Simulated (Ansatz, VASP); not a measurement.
## Zn2CdSe3 in VASP and in Ansatz

```
CELL_PARAMETERS angstrom
4.14745 -0.00064 0.00040
-2.07427 3.59184 -0.00094
0.00184 -0.00405 20.58665
ATOMIC_POSITIONS crystal
Zn 0.99995 0.99968 0.15538
Zn 0.99924 0.00017 0.83722
Zn 0.66742 0.33426 0.67794
Zn 0.66699 0.33320 0.99648
Cd 0.99807 0.99988 0.50993
Cd 0.66841 0.33311 0.32805
Se 0.00171 0.99968 0.27578
Se 0.00061 0.00076 0.63952
Se 0.00029 0.99986 0.95801
Se 0.66662 0.33292 0.11730
Se 0.66472 0.33300 0.45737
Se 0.66597 0.33348 0.79875
```

Change from the starting cell: cell x1, atoms moved at random (sigma 0.15 Å) and cell strained at random (1.5 %), then relaxed without symmetry.

Alike in both runs: functional PBE; k mesh 6 × 6 × 1; occupations gaussian, width 0.1 eV; no spin polarisation.

Ansatz relaxed the structure, and its values are those at the end. VASP's run is a single point on that final structure, the one shown.

```csv
,VASP,Ansatz
version,VASP 6.6.1,Ansatz 0.2.0
potentials or method,"VASP PAW PBE potentials, release 64 (Zn, Cd, Se), cutoff 520 eV","scalar-relativistic, plane waves, PAW"
valence electrons in the cell,108,184
```

Ansatz gave:

- gap on the k mesh at the Fermi level (eV): 0.67
- least direct gap on the mesh (eV): 0.67
- pressure (GPa): 0.0
- rms of the force components (eV/Å): 0.006

Estimate VASP's values.

gap on the k mesh at the Fermi level (eV): 0.67; least direct gap on the mesh (eV): 0.67; pressure (GPa): 0.2; rms of the force components (eV/Å): 0.008.

VASP's potentials hold 108 valence electrons a cell and Ansatz's 184, so a difference there can come from the potentials and not from the codes.
